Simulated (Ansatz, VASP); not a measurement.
# KBr in VASP and in Ansatz

```
CELL_PARAMETERS angstrom
0.00000 3.37488 3.37488
3.37488 0.00000 3.37488
3.37488 3.37488 0.00000
ATOMIC_POSITIONS crystal
K 0.00000 0.00000 0.00000
Br 0.50000 0.50000 0.50000
```

Alike in both runs: task single point; functional PBE; k mesh 10 × 10 × 10; occupations gaussian, width 0.05 eV; no spin polarisation.

```csv
,VASP,Ansatz
version,VASP 6.6.1,Ansatz 0.2.0
potentials or method,"VASP PAW PBE potentials, release 64 (K_sv, Br), cutoff 520 eV","scalar-relativistic, plane waves, PAW"
valence electrons in the cell,16,16
```

|  | VASP | Ansatz | Ansatz less VASP |
| --- | --- | --- | --- |
| gap on the k mesh at the Fermi level (eV) | 4.26 | 4.26 | +0.001 |
| least direct gap on the mesh (eV) | 4.26 | 4.26 | +0.001 |
| pressure (GPa) | -0.2 | -0.3 | -0.03 |

With one functional, cell and mesh, what is left measures potentials, basis and numerics.
